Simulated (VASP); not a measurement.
# HgTe (Cmcm) in VASP: settings compared, part 2 of 2

VASP 6.6.1. Earlier steps stand in the parts before.

### Step 4. Relaxation of cell and atoms, LDA

This run uses another cell than the first one, of 30.08 Å³/atom.

INCAR reads:

```
PREC = Accurate
ENCUT = 600
EDIFF = 1E-7
ISMEAR = 0
SIGMA = 0.1
LREAL = False
LASPH = True
NELM = 80
ALGO = Normal
ISIF = 3
LWAVE = False
LCHARG = False
IBRION = 2
NSW = 80
EDIFFG = -0.05
```

KPOINTS reads:

```
Automatic mesh
0
Gamma
  4 4 4
```

POSCAR reads:

```
HgTe
1.0
    2.9925180000     -3.4669290000      0.0000000000
    2.9925180000      3.4669290000      0.0000000000
    0.0000000000      0.0000000000      5.7981570000
Hg Te
2 2
Direct
    0.3430500000      0.6569500000      0.7500000000
    0.6569500000      0.3430500000      0.2500000000
    0.7848090000      0.2151910000      0.7500000000
    0.2151910000      0.7848090000      0.2500000000
```

Potentials or basis: VASP PAW LDA potentials, release 64 (Hg, Te).

On the command line:

```console
> cat potpaw_LDA.64/Hg/POTCAR potpaw_LDA.64/Te/POTCAR > POTCAR
> mpirun -np 1 vasp_std > vasp.out
```

Wall time 3.9 min (1 thread of Intel Xeon 6975P-C (Granite Rapids), shared host); peak memory 0.27 GiB.

Results (log left out):

```yaml
Free_energy: -9.6524 eV
Relaxed_volume: 27.08 Å³/atom
Relaxed_cell: a = 4.425 Å, b = 4.425 Å, c = 5.581 Å, α = 90.00°, β = 90.00°, γ = 97.63°
Space_group_after_relaxing_to_0.1_Å: Cmcm (No. 63)
Energy_gained_by_relaxing: 44.5 meV/atom
Ionic_steps: 11
Pressure_after_relaxing: 0.0 GPa
Largest_force_after_relaxing: 0.023 eV/Å
Band_gap_on_the_k_mesh: zero (bands 18 and 19 overlap by 2.28 eV)
```

Forces in eV/Å, atoms in the order of the input:
```
Hg   0.000 -0.023  0.000
Hg   0.000  0.023  0.000
Te   0.000 -0.006  0.000
Te   0.000  0.006  0.000
```

Stress tensor (GPa, compression positive):
```
 0.18  0.00  0.00
 0.00 -0.03  0.00
 0.00  0.00 -0.24
```

Step by step:
| step | energy change (eV) | largest force (eV/Å) | pressure (GPa) | volume (Å³) |
| --- | --- | --- | --- | --- |
| 1 | 0.0000 | 0.2106 | -4.54 | 120.31 |
| 2 | -0.1393 | 0.2238 | 2.38 | 106.07 |
| 3 | -0.1687 | 0.0829 | -0.07 | 109.88 |
| 4 | -0.1686 | 0.0899 | 0.05 | 109.68 |
| 5 | -0.1704 | 0.1022 | 0.08 | 109.45 |
| 6 | -0.1719 | 0.1229 | 0.12 | 109.06 |
| 7 | -0.1720 | 0.1303 | 0.15 | 108.92 |
| 8 | -0.1735 | 0.1047 | -0.02 | 109.05 |
| 9 | -0.1751 | 0.0418 | -0.42 | 109.36 |
| 10 | -0.1762 | 0.0331 | -0.32 | 109.09 |
| 11 | -0.1780 | 0.0231 | -0.03 | 108.31 |

Final structure:
```xyz
4
Lattice="2.9136 -3.3302 0.0000 2.9136 3.3302 0.0000 0.0000 0.0000 5.5813" Properties=species:S:1:pos:R:3 pbc="T T T"
Hg    2.9136    1.0499    4.1860
Hg    2.9136   -1.0499    1.3953
Te    2.9136   -1.9478    4.1860
Te    2.9136    1.9478    1.3953
```

Levels at points of the mesh, in eV from the Fermi level:
| k point | band 16 | band 17 | band 18 | band 19 | band 20 | band 21 |
| --- | --- | --- | --- | --- | --- | --- |
| (0.00, 0.00, 0.00) | -2.86 | -1.24 | -0.38 | -0.36 | -0.07 | 4.08 |
| (0.50, 0.00, 0.00) | -2.18 | -0.92 | -0.45 | 1.49 | 2.25 | 3.03 |
| (0.50, 0.50, 0.00) | -2.13 | -2.12 | -2.01 | -1.85 | -1.81 | 3.00 |
| (0.00, 0.00, 0.50) | -2.10 | -1.56 | -1.56 | 1.57 | 1.57 | 4.90 |
| (0.50, 0.00, 0.50) | -0.91 | 0.20 | 0.20 | 2.01 | 2.01 | 3.75 |
| (0.50, 0.50, 0.50) | -3.75 | -3.38 | -3.38 | 2.29 | 2.29 | 5.83 |

Caveat: spin-orbit coupling is left out, which moves the levels of the heavy elements; the relaxation stopped at a loose force limit of 0.05 eV/Å, so its end isn't a converged minimum.

### Step 5. Relaxation of cell and atoms, BLYP+D3(BJ)

This run uses another cell than the first one, of 30.08 Å³/atom.

INCAR reads:

```
AGGAC = 1.0
AGGAX = 1.0
ALDAC = 0.0
ALDAX = 1.0
ALGO = Normal
EDIFF = 1E-6
EDIFFG = -0.05
ENCUT = 600
GGA = B5
IBRION = 2
ISIF = 3
ISMEAR = 0
IVDW = 12
LASPH = T
LCHARG = F
LREAL = F
LWAVE = F
NELM = 80
NSW = 80
PREC = Accurate
SIGMA = 0.1
VDW_A1 = 0.4298
VDW_A2 = 4.2359
VDW_S6 = 1.0
VDW_S8 = 2.6996
```

KPOINTS reads:

```
k-points
0
Gamma
  4 4 4
```

POSCAR is that of step 4.

Potentials or basis: VASP PAW PBE potentials, release 64 (Hg, Te).

On the command line:

```console
> cat potpaw_PBE.64/Hg/POTCAR potpaw_PBE.64/Te/POTCAR > POTCAR
> mpirun -np 1 vasp_std > vasp.out
```

Wall time 5.5 min (1 thread of Intel Xeon 6975P-C (Granite Rapids), shared host); peak memory 0.32 GiB.

The run converged. Its results:

```yaml
Free_energy: -8.2291 eV
Relaxed_volume: 28.77 Å³/atom
Relaxed_cell: a = 4.504 Å, b = 4.504 Å, c = 5.708 Å, α = 90.00°, β = 90.00°, γ = 96.42°
Space_group_after_relaxing_to_0.1_Å: Cmcm (No. 63)
Energy_gained_by_relaxing: 10.4 meV/atom
Ionic_steps: 10
Pressure_after_relaxing: 0.0 GPa
Largest_force_after_relaxing: 0.015 eV/Å
Band_gap_on_the_k_mesh: zero (bands 18 and 19 overlap by 2.11 eV)
Dispersion_energy_per_atom: -1.016 eV
```

Forces in eV/Å, atoms in the order of the input:
```
Hg   0.000 -0.015  0.000
Hg   0.000  0.015  0.000
Te   0.000 -0.003  0.000
Te   0.000  0.003  0.000
```

Stress tensor (GPa, compression positive):
```
 0.08  0.00  0.00
 0.00 -0.05  0.00
 0.00  0.00 -0.06
```

Step by step:
```csv
step,energy change (eV),largest force (eV/Å),pressure (GPa),volume (Å³)
1,0.0000,0.1411,-1.12,120.31
2,-0.0146,0.2112,0.21,116.70
3,-0.0146,0.2110,0.21,116.71
4,-0.0219,0.1877,0.17,116.35
5,-0.0339,0.1098,0.15,115.26
6,-0.0344,0.0874,0.16,114.95
7,-0.0404,0.0201,-0.13,115.44
8,-0.0410,0.0086,-0.26,115.67
9,-0.0406,0.0291,0.36,114.33
10,-0.0417,0.0154,-0.01,115.06
```

Final structure:
```
Hg Te
1.0
     3.00146   -3.35826    0.00000
     3.00146    3.35826    0.00000
     0.00000    0.00000    5.70775
Hg Te
2 2
Direct
  0.33527 0.66473 0.75000
  0.66473 0.33527 0.25000
  0.79933 0.20067 0.75000
  0.20067 0.79933 0.25000
```

Levels at points of the mesh, in eV from the Fermi level:
| k point | band 15 | band 16 | band 17 | band 18 | band 19 | band 20 | band 21 | band 22 |
| --- | --- | --- | --- | --- | --- | --- | --- | --- |
| (0.00, 0.00, 0.00) | -2.77 | -2.56 | -1.13 | -0.51 | -0.35 | -0.10 | 4.67 | 5.49 |
| (0.50, 0.00, 0.00) | -2.27 | -2.10 | -0.83 | -0.18 | 1.55 | 2.23 | 2.86 | 4.48 |
| (0.50, 0.50, 0.00) | -2.06 | -2.04 | -1.97 | -1.96 | -1.79 | -1.52 | 3.49 | 5.52 |
| (0.00, 0.00, 0.50) | -1.86 | -1.86 | -1.46 | -1.46 | 1.43 | 1.43 | 5.07 | 5.07 |
| (0.50, 0.00, 0.50) | -0.65 | -0.65 | 0.08 | 0.08 | 2.14 | 2.14 | 3.74 | 3.74 |
| (0.50, 0.50, 0.50) | -3.39 | -3.39 | -3.01 | -3.01 | 2.03 | 2.03 | 5.76 | 5.76 |

Caveat: the dispersion term is far too large for a dense solid, which distorts pressure and volume; the PAW data sets were made with another functional, which shifts forces and pressure a little; spin-orbit coupling is left out, which moves the levels of the heavy elements.

### Step 6. Overview

```tsv
task	level	potentials or basis	cell	cutoff (eV)	gap on the mesh (eV)	pressure (GPa)	relaxed volume (Å³/atom)	largest force (eV/Å)
single point	BLYP+D3(BJ)	VASP PAW PBE potentials, release 64 (Hg, Te)	a = 4.538, b = 4.538, c = 5.500 Å, angles 90.0, 90.0, 97.3°, 4 atoms, atomic positions A	520	none	0.3	-	0.02
relaxation of cell and atoms	PBEsol	VASP PAW PBE potentials, release 64 (Hg, Te)	relaxed from a = 4.580, b = 4.580, c = 5.798 Å, angles 90.0, 90.0, 98.4°, 4 atoms, atomic positions B	600	none	0.1	27.81	0.03
relaxation of cell and atoms	LDA	VASP PAW LDA potentials, release 64 (Hg, Te)	relaxed from a = 4.580, b = 4.580, c = 5.798 Å, angles 90.0, 90.0, 98.4°, 4 atoms, atomic positions B	600	none	0.0	27.08	0.02
relaxation of cell and atoms	BLYP+D3(BJ)	VASP PAW PBE potentials, release 64 (Hg, Te)	relaxed from a = 4.580, b = 4.580, c = 5.798 Å, angles 90.0, 90.0, 98.4°, 4 atoms, atomic positions B	600	none	0.0	28.77	0.02
```

Alike in all rows: no spin polarisation; k mesh 4 × 4 × 4; smearing gaussian 0.1 eV.

Caveats: spin-orbit coupling is left out, which moves the levels of the heavy elements; the PAW data sets were made with another functional, which shifts forces and pressure a little (at least some runs); the dispersion term is far too large for a dense solid, which distorts pressure and volume (at least some runs); the relaxation stopped at a loose force limit of 0.05 eV/Å, so its end isn't a converged minimum (at least some runs).

Absolute energies hang on the potentials; compare differences alone.
